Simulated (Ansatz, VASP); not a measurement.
**One calculation of O, two programs**

File INCAR:

```
PREC = Accurate ; ENCUT = 520
EDIFF = 1E-7 ; ISMEAR = -1
SIGMA = 0.05 ; LREAL = False
LASPH = True ; NELM = 80
ALGO = Normal ; ISIF = 2
LWAVE = False ; LCHARG = False
GGA = PE ; NBANDS = 13
```

KPOINTS

```
regular mesh
0
Gamma
  9 9 9
```

File POSCAR:

```
O
1.0
    1.6523106988      0.9539620267      3.6815609125
   -1.6523106988      0.9539620267      3.6815609125
    0.0000000000     -1.9079240534      3.6815609125
O
2
Direct
    0.0546147200      0.0546147200      0.0546147200
    0.9453852800      0.9453852800      0.9453852800
```

input.yaml

```yaml
crystal:
  lattice:
    - [1.6523106988, 0.9539620267, 3.6815609125]
    - [-1.6523106988, 0.9539620267, 3.6815609125]
    - [0.0, -1.9079240534, 3.6815609125]
  atoms:
    - { symbol: O, position: [0.05461472, 0.05461472, 0.05461472] }
    - { symbol: O, position: [0.94538528, 0.94538528, 0.94538528] }
hamiltonian:
  xc: pbe
  pseudopotentials: { kind: paw }
kpoints:
  mp_grid: { grid: [9, 9, 9] }
scf:
  occupations: { method: fermi_dirac, width: 0.05 }
output:
  forces: true
  stress: true
  eigenvalues: true
```

Change from the starting cell: volume scaled by 0.96.

Alike in both runs: task single point; functional PBE; k mesh 9 × 9 × 9; occupations fermi-dirac, width 0.05 eV; no spin polarisation.

|  | VASP | Ansatz |
| --- | --- | --- |
| version | VASP 6.6.1 | Ansatz 0.2.0 |
| potentials or method | VASP PAW PBE potentials, release 64 (O) | Ansatz PAW |
| plane-wave cutoff (eV) | 520 | 420 |
| valence electrons in the cell | 12 | 12 |

Ansatz gave:

```
gap on the k mesh at the Fermi level (eV)                     : none
pressure (GPa)                                                : -1.0
traceless stress, the component that is largest in VASP (GPa) : 5.34
rms of the force components (eV/Å)                            : 0.441
```

Q: What did VASP give for the same quantities?

A: gap on the k mesh at the Fermi level (eV): none; pressure (GPa): 1.1; traceless stress, the component that is largest in VASP (GPa): 10.11; rms of the force components (eV/Å): 1.196.

Atom by atom the forces differ by 0.755 eV/Å (rms over components). A gap of «none» marks a metal or a gap that the smearing closes.

Noted on VASP's run: the standard files for N, O and F lose accuracy on very short bonds; spin is off for a triplet molecule. Noted on Ansatz's run: spin is off for a triplet molecule.
